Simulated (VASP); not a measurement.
# Ir (P6_3/mmc) in VASP: further runs

Ir is run at these levels: LDA; tasks: single point.

Program: VASP 6.6.1. These are calculated values, not measurements. Logs are shortened: lines on timing, memory, paths and dates and some standing lists are left out, and cuts for length are marked.

## Step 1: The cell of the first run

Symmetry: P6_3/mmc, No. 194, hexagonal system. The conventional cell has a = 2.642 Å, b = 2.642 Å, c = 4.240 Å, α = 90.00°, β = 90.00°, γ = 120.00°. Ir (site symmetry -6m2) has 12 Ir at 2.61 to 2.64 Å within 3.4 Å.

This isn't the form of Ir at room conditions, which is fcc.

## Step 2: Single point, LDA

The input, INCAR:

```
PREC = Accurate
ENCUT = 520
EDIFF = 1E-6
ISMEAR = 0
SIGMA = 0.15
LREAL = False
LASPH = True
NELM = 60
ALGO = Normal
ISIF = 2
LWAVE = False
LCHARG = True
GGA = CA
LELF = True
LVHAR = True
NBANDS = 16
```

The input, KPOINTS:

```
regular mesh
0
Gamma
  18 18 10
```

The input, POSCAR:

```
Ir
1.0
    2.6421000000      0.0000000000      0.0000000000
   -1.3210500000      2.2881257193      0.0000000000
    0.0000000000      0.0000000000      4.2400000000
Ir
2
Direct
    0.6666666667      0.3333333333      0.7500000000
    0.3333333333      0.6666666667      0.2500000000
```

Potentials or basis: VASP PAW LDA potentials, release 64 (Ir).

On the command line:

```console
$ cat potpaw_LDA.64/Ir/POTCAR > POTCAR
$ mpirun -np 1 vasp_std > vasp.out
```

OUTCAR:

```text
PREC = Accurate
   ENCUT = 520
   EDIFF = 1E-6
   ISMEAR = 0
   LREAL = False
   LASPH = True
   NELM = 60
   ISIF = 2
   GGA = CA

 ion  position               nearest neighbor table
   1  0.667  0.333  0.750-   2 2.61   2 2.61   2 2.61   2 2.61   2 2.61   2 2.61
   2  0.333  0.667  0.250-   1 2.61   1 2.61   1 2.61   1 2.61   1 2.61   1 2.61

  LATTYP: Found a hexagonal cell.
 ALAT       =     2.6421000000
 C/A-ratio  =     1.6047840733

  Lattice vectors:

 A1 = (   2.6421000000,   0.0000000000,   0.0000000000)
 A2 = (  -1.3210500000,   2.2881257193,   0.0000000000)
 A3 = (   0.0000000000,   0.0000000000,   4.2400000000)

Analysis of symmetry for initial positions (statically):
=====================================================================
 Subroutine PRICEL returns:
 Original cell was already a primitive cell.

 Routine SETGRP: Setting up the symmetry group for a
 hexagonal supercell.

 Subroutine GETGRP returns: Found 24 space group operations
 (whereof 12 operations were pure point group operations)
 out of a pool of 24 trial point group operations.

The static configuration has the point symmetry D_3d.
 The point group associated with its full space group is D_6h.

Analysis of symmetry for dynamics (positions and initial velocities):
=====================================================================
 Subroutine PRICEL returns:
 Original cell was already a primitive cell.

 Routine SETGRP: Setting up the symmetry group for a
 hexagonal supercell.

 Subroutine GETGRP returns: Found 24 space group operations
 (whereof 12 operations were pure point group operations)
 out of a pool of 24 trial point group operations.

The dynamic configuration has the point symmetry D_3d.
 The point group associated with its full space group is D_6h.

 Subroutine INISYM returns: Found 24 space group operations
 (whereof 12 operations are pure point group operations),
 and found     1 'primitive' translations

----------------------------------------------------------------------------------------

                                     Primitive cell

  volume of cell :      25.6327

  direct lattice vectors                    reciprocal lattice vectors
     2.642100000  0.000000000  0.000000000     0.378486810  0.218519461  0.000000000
    -1.321050000  2.288125719  0.000000000     0.000000000  0.437038923  0.000000000
     0.000000000  0.000000000  4.240000000     0.000000000  0.000000000  0.235849057

  length of vectors
     2.642100000  2.642100000  4.240000000     0.437038923  0.437038923  0.235849057

  position of ions in fractional coordinates (direct lattice)
     0.666666667  0.333333333  0.750000000
     0.333333333  0.666666667  0.250000000

  ion indices of the primitive-cell ions
   primitive index   ion index
                 1           1
                 2           2

----------------------------------------------------------------------------------------

 KPOINTS: regular mesh

Automatic generation of k-mesh.
 Grid dimensions read from file:
 generate k-points for:   18   18   10

 Generating k-lattice:

  Cartesian coordinates                     Fractional coordinates (reciprocal lattice)
     0.021027045  0.012139970  0.000000000     0.055555556  0.000000000  0.000000000
     0.000000000  0.024279940  0.000000000     0.000000000  0.055555556  0.000000000
     0.000000000  0.000000000  0.023584906     0.000000000  0.000000000  0.100000000

  Length of vectors
     0.024279940  0.024279940  0.023584906

  Shift w.r.t. Gamma in fractional coordinates (k-lattice)
     0.000000000  0.000000000  0.000000000

 Subroutine IBZKPT returns following result:
 ===========================================

 Found    222 irreducible k-points:

 Following reciprocal coordinates:
            Coordinates               Weight
  0.000000  0.000000  0.000000      1.000000
  0.055556  0.000000  0.000000      6.000000
  0.111111  0.000000  0.000000      6.000000
  0.166667  0.000000  0.000000      6.000000
  0.222222  0.000000  0.000000      6.000000
  0.277778  0.000000  0.000000      6.000000
[... 16 lines left out ...]
  0.333333  0.111111  0.000000     12.000000
  0.388889  0.111111  0.000000     12.000000
 [... further k-points ...]
   k-points           NKPTS =    222   k-points in BZ     NKDIM =    222   number of bands    NBANDS=     16
   number of dos      NEDOS =    301   number of ions     NIONS =      2
   total plane-waves  NPLWV =  12800
   dimension x,y,z NGX =    20 NGY =   20 NGZ =   32
   dimension x,y,z NGXF=    40 NGYF=   40 NGZF=   64
   ions per type =               2
   NGX,Y,Z   is equivalent  to a cutoff of  12.58, 12.58, 12.55 a.u.
   NGXF,Y,Z  is equivalent  to a cutoff of  25.17, 25.17, 25.09 a.u.
 SYSTEM =  unknown system
   PREC   = accura    normal or accurate (medium, high low for compatibility)
   ISTART =      0    job   : 0-new  1-cont  2-samecut
   ICHARG =      2    charge: 1-file 2-atom 10-const
   ISPIN  =      1    spin polarized calculation?
   LNONCOLLINEAR =      F non collinear calculations
   LSORBIT =      F    spin-orbit coupling
   LASPH  =      T    aspherical Exc in radial PAW
   ENCUT  =  520.0 eV  38.22 Ry    6.18 a.u.   4.91  4.91  7.88*2*pi/ulx,y,z
   NELM   =     60;   NELMIN=  2; NELMDL= -5     # of ELM steps
   EDIFF  = 0.1E-05   stopping-criterion for ELM
   LREAL  =      F    real-space projection
   EDIFFG = 0.1E-04   stopping-criterion for IOM
   NSW    =      0    number of steps for IOM
   IBRION =     -1    ionic relax: 0-MD 1-quasi-New 2-CG
   NFREE  =      0    steps in history (QN), initial steepest desc. (CG)
   ISIF   =      2    stress and relaxation
   ISYM   =      2    0-nonsym 1-usesym 2-fastsym
   POTIM  = 0.5000    time-step for ionic-motion
   TEBEG  =    0.0;   TEEND  =   0.0 temperature during run
   PSTRESS=    0.0 pullay stress
   NELECT =      18.0000    total number of electrons
   NUPDOWN=      -1.0000    fix difference up-down
   EMIN   =  10.00;   EMAX   =-10.00  energy-range for DOS
   EFERMI =   0.00;   METHOD = LEGACY
   ISMEAR =     0;   SIGMA  =   0.15  broadening in eV -4-tet -1-fermi 0-gaus
   EFERMI_NEDOS =   21; number of points for ismear=-14 and -15
   IALGO  =     38    algorithm
   IMIX   =      4    mixing-type and parameters
     AMIX     =   0.40;   BMIX     =  1.00
     AMIX_MAG =   1.60;   BMIX_MAG =  1.00
  volume/ion in A,a.u.               =      12.82        86.49
  Fermi-wavevector in a.u.,A,eV,Ry     =   1.455126  2.749790 28.808872  2.117392
  Thomas-Fermi vector in A             =   2.572197
   LORBIT       =      0    0 simple, 1 ext, 2 COOP (PROOUT), +10 PAW based schemes
   GGA     = CA    functional components
   LHFCALC =     F    Hartree Fock is set to
   AEXX    =    0.0000 exact exchange contribution
   IVDW    =     0    specifies the selected vdW correction
   LEPSILON=     F    determine dielectric tensor
   LRPA    =     F    only Hartree local field effects (RPA)
 non-spin polarized calculation
 Gauss-broadening in eV      SIGMA  =   0.15
  energy-cutoff  :      520.00
  volume of cell :       25.63
 maximum number of plane-waves:       705
 NGX is ok and might be reduce to    20
   NGX =  9   NGY =  9   NGZ = 15

 number of electron      18.0000001 magnetization

 Free energy of the ion-electron system (eV)
  ---------------------------------------------------
  ext. energy  EPLUGINS =         0.00000000
  ---------------------------------------------------
  free energy    TOTEN  =       -20.21097990 eV

  energy without entropy =      -20.19107211  energy(sigma->0) =      -20.20102600

 E-fermi :  12.3127     XC(G=0): -14.7141

 val. band max:       12.2875013029   @ k =   0.3333   0.3333   0.0000
 cond. band min:      12.3131895956   @ k =   0.0556   0.0000   0.4000
 fundamental gap:      0.0256882927
 Fermi energy:        12.3126918889

 k-point     1 :       0.0000    0.0000    0.0000
  band No.  band energies     occupation
      1      -0.0566      2.00000
      2       2.9523      2.00000
      3       7.7475      2.00000
      4       7.7475      2.00000
      5       7.7698      2.00000
      6       8.5620      2.00000
[... 8 lines left out ...]
     15      28.7646      0.00000
     16      30.0306      0.00000

 k-point     2 :       0.0556    0.0000    0.0000
  band No.  band energies     occupation
      1       0.0779      2.00000
      2       3.0723      2.00000
      3       7.4001      2.00000
      4       7.8642      2.00000
      5       8.0850      2.00000
      6       8.4838      2.00000
[... 8 lines left out ...]
     15      28.9432      0.00000
     16      30.2605      0.00000

 k-point     3 :       0.1111    0.0000    0.0000
  band No.  band energies     occupation
      1       0.4693      2.00000
      2       3.4072      2.00000
      3       6.9950      2.00000
      4       8.2096      2.00000
      5       8.2202      2.00000
      6       8.4975      2.00000
[... 8 lines left out ...]
     15      29.4134      0.00000
     16      30.8853      0.00000

 k-point     4 :       0.1667    0.0000    0.0000
  band No.  band energies     occupation
      1       1.0788      2.00000
      2       3.8624      2.00000
      3       6.6168      2.00000
      4       7.6473      2.00000
      5       7.9522      2.00000
      6       8.7112      2.00000
[... 8 lines left out ...]
     15      29.7004      0.00000
     16      30.9628      0.00000
[... 324 lines left out ...]
 k-point    22 :       0.2778    0.1111    0.0000
  band No.  band energies     occupation
      1       3.6041      2.00000
      2       4.4035      2.00000
      3       5.1007      2.00000
      4       6.5278      2.00000
      5       7.3929      2.00000
      6       8.1096      2.00000
[... 8 lines left out ...]
     15      25.1899      0.00000
     16      27.5182      0.00000

 k-point    23 :       0.3333    0.1111    0.0000
  band No.  band energies     occupation
      1       3.9591      2.00000
      2       4.1660      2.00000
      3       4.6398      2.00000
      4       7.0911      2.00000
      5       7.2842      2.00000
      6       8.3770      2.00000
[... 8 lines left out ...]
     15      23.7878      0.00000
     16      26.9750      0.00000

 k-point    24 :       0.3889    0.1111    0.0000
  band No.  band energies     occupation
      1       3.9307      2.00000
      2       4.1640      2.00000
      3       4.3573      2.00000
      4       7.2392      2.00000
      5       7.6257      2.00000
      6       8.1750      2.00000
[... 8 lines left out ...]
     15      23.9829      0.00000
     16      26.6401      0.00000

 [... further k-points ...]
[... 5 lines left out ...]
  --------------------------------------------------------------------------------------
  -------------------------------------------------------------------------------------
  Total        6.6326314      6.6326314      7.8000115      0.0000000     -0.0000000      0.0000000
  in kB      414.5734177    414.5734177    487.5406550      0.0000000     -0.0000000      0.0000000
  external PRESSURE =     438.8958301 kB  Pullay stress =       0.0000000 kB

 VOLUME and BASIS-vectors are now :
 -----------------------------------------------------------------------------
  energy-cutoff  :      520.00
  volume of cell :       25.63
      direct lattice vectors                 reciprocal lattice vectors
     2.642100000  0.000000000  0.000000000     0.378486810  0.218519461  0.000000000
    -1.321050000  2.288125719  0.000000000     0.000000000  0.437038923  0.000000000
     0.000000000  0.000000000  4.240000000     0.000000000  0.000000000  0.235849057

 POSITION                                       TOTAL-FORCE (eV/Angst)
 -----------------------------------------------------------------------------------
      1.32105      0.76271      3.18000        -0.000000      0.000000      0.000000
     -0.00000      1.52542      1.06000         0.000000      0.000000      0.000000
 -----------------------------------------------------------------------------------
    total drift:                               -0.000000      0.000000     -0.000000

  FREE ENERGIE OF THE ION-ELECTRON SYSTEM (eV)
  ---------------------------------------------------
  free  energy   TOTEN  =       -20.2109798960 eV

  energy  without entropy=      -20.1910721133  energy(sigma->0) =      -20.20102600
```

Run time: 38 s. Hardware: 1 thread of Intel Xeon Platinum 8488C (Sapphire Rapids), shared host; peak memory 0.19 GiB.

What came out:

```
Free energy            : -20.2110 eV
Pressure               : 43.9 GPa
Band gap on the k mesh : zero (bands 9 and 10 overlap by 4.02 eV)
```

Stress tensor (GPa, compression positive):
```
41.46  0.00  0.00
 0.00 41.46  0.00
 0.00  0.00 48.75
```

Caveat: the cell stands under pressure; spin-orbit coupling is left out, which moves the levels of the heavy elements.

## Step 3: Single point, LDA

This run uses another cell than the first one, of 12.79 Å³/atom.

The input, INCAR:

```
  PREC = Accurate
  ENCUT = 520
  EDIFF = 1E-6
  ISMEAR = 0
  SIGMA = 0.15
  LREAL = F
  LASPH = T
  NELM = 60
  ALGO = Normal
  ISIF = 2
  LWAVE = F
  LCHARG = F
  GGA = CA
  NBANDS = 16
```

KPOINTS is that of step 2.

The input, POSCAR:

```
Ir
1.0
    2.7052421931      0.0000000000      0.0000000000
   -1.3526210966      2.3428084626      0.0000000000
    0.0000000000      0.0000000000      4.0353000000
Ir
2
Direct
    0.6666666667      0.3333333333      0.7500000000
    0.3333333333      0.6666666667      0.2500000000
```

Potentials or basis: VASP PAW LDA potentials, release 64 (Ir).

On the command line:

```console
$ cat potpaw_LDA.64/Ir/POTCAR > POTCAR
$ mpirun -np 1 vasp_std > vasp.out
```

OUTCAR:

```text
PREC = Accurate
   ENCUT = 520
   EDIFF = 1E-6
   ISMEAR = 0
   LREAL = F
   LASPH = T
   NELM = 60
   ISIF = 2
   GGA = CA

 ion  position               nearest neighbor table
   1  0.667  0.333  0.750-   2 2.55   2 2.55   2 2.55   2 2.55   2 2.55   2 2.55
   2  0.333  0.667  0.250-   1 2.55   1 2.55   1 2.55   1 2.55   1 2.55   1 2.55

  LATTYP: Found a hexagonal cell.
 ALAT       =     2.7052421931
 C/A-ratio  =     1.4916594197

  Lattice vectors:

 A1 = (   2.7052421931,   0.0000000000,   0.0000000000)
 A2 = (  -1.3526210966,   2.3428084626,   0.0000000000)
 A3 = (   0.0000000000,   0.0000000000,   4.0353000000)

Analysis of symmetry for initial positions (statically):
=====================================================================
 Subroutine PRICEL returns:
 Original cell was already a primitive cell.

 Routine SETGRP: Setting up the symmetry group for a
 hexagonal supercell.

 Subroutine GETGRP returns: Found 24 space group operations
 (whereof 12 operations were pure point group operations)
 out of a pool of 24 trial point group operations.

[... 164 lines left out ...]

 E-fermi :  12.4148     XC(G=0): -14.7188

 val. band max:       12.4144366305   @ k =   0.2778   0.2778   0.2000
 cond. band min:      12.4156120230   @ k =   0.3333   0.2778   0.2000
 fundamental gap:      0.0011753925
 Fermi energy:        12.4147971851

 k-point     1 :       0.0000    0.0000    0.0000
  band No.  band energies     occupation
      1      -0.0308      2.00000
      2       3.0272      2.00000
      3       7.6910      2.00000
      4       7.6910      2.00000
      5       8.6686      2.00000
      6       8.7012      2.00000
[... 433 lines left out ...]
      3       4.3695      2.00000
      4       6.8298      2.00000
      5       7.3655      2.00000
      6       8.6169      2.00000
[... 8 lines left out ...]
     15      24.9032      0.00000
     16      26.8389      0.00000

 [... further k-points ...]

------------------------ aborting loop because EDIFF is reached ----------------------------------------

  FORCE on cell =-STRESS in cart. coord.  units (eV):
  Direction    XX          YY          ZZ          XY          YZ          ZX
  --------------------------------------------------------------------------------------
  -------------------------------------------------------------------------------------
  Total        5.6247600      5.6247600     12.6743323     -0.0000000      0.0000000      0.0000000
  in kB      352.3674755    352.3674755    793.9934271     -0.0000000      0.0000000      0.0000000
  external PRESSURE =     499.5761260 kB  Pullay stress =       0.0000000 kB

 VOLUME and BASIS-vectors are now :
 -----------------------------------------------------------------------------
  energy-cutoff  :      520.00
  volume of cell :       25.58
      direct lattice vectors                 reciprocal lattice vectors
     2.705242193  0.000000000  0.000000000     0.369652670  0.213419069  0.000000000
    -1.352621097  2.342808463  0.000000000     0.000000000  0.426838137  0.000000000
     0.000000000  0.000000000  4.035300000     0.000000000  0.000000000  0.247813050

 POSITION                                       TOTAL-FORCE (eV/Angst)
 -----------------------------------------------------------------------------------
      1.35262      0.78094      3.02648        -0.000000      0.000000      0.000000
     -0.00000      1.56187      1.00883         0.000000     -0.000000      0.000000
 -----------------------------------------------------------------------------------
    total drift:                               -0.000000      0.000000     -0.000000

  FREE ENERGIE OF THE ION-ELECTRON SYSTEM (eV)
  ---------------------------------------------------
  free  energy   TOTEN  =       -19.9778820396 eV

  energy  without entropy=      -19.9474905208  energy(sigma->0) =      -19.96268628
```

Wall time 46 s (1 thread of Intel Xeon Platinum 8488C (Sapphire Rapids), shared host); peak memory 0.18 GiB.

What came out:

| Quantity | Value |
| --- | --- |
| Free energy | -19.9779 eV |
| Pressure | 50.0 GPa |
| Band gap on the k mesh | zero (bands 9 and 10 overlap by 3.57 eV) |

Caveat: the cell stands under pressure; spin-orbit coupling is left out, which moves the levels of the heavy elements.
